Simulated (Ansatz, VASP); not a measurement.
## Bi: VASP beside Ansatz

```
Bi
1.0
     3.34896    0.00000    0.00000
    -1.67448    2.90028    0.00000
     0.00000    0.00000   11.16070
Bi
4
Direct
  0.00000 0.00000 0.00000
  0.00000 0.00000 0.50000
  0.33333 0.66667 0.25000
  0.66667 0.33333 0.75000
```

Alike in both runs: task single point; functional LDA; k mesh 12 × 12 × 3; occupations fermi-dirac, width 0.1 eV; no spin polarisation.

```csv
,VASP,Ansatz
version,VASP 6.6.1,Ansatz 0.2.0
potentials or method,"VASP PAW LDA potentials, release 64 (Bi_d), cutoff 520 eV","plane waves (420 eV) with PAW, scalar-relativistic"
valence electrons in the cell,60,60
```

|  | VASP | Ansatz | Ansatz less VASP |
| --- | --- | --- | --- |
| pressure (GPa) | 6.4 | 6.2 | -0.14 |
| traceless stress, the component that is largest in VASP (GPa) | 0.04 | 0.05 | +0.010 |

Ansatz warns that its potentials were made for another functional, while VASP's fit it. LDA's correlation is that of Perdew and Zunger in VASP and of Perdew and Wang (1992) in Ansatz.

Neither program's run includes spin-orbit coupling.
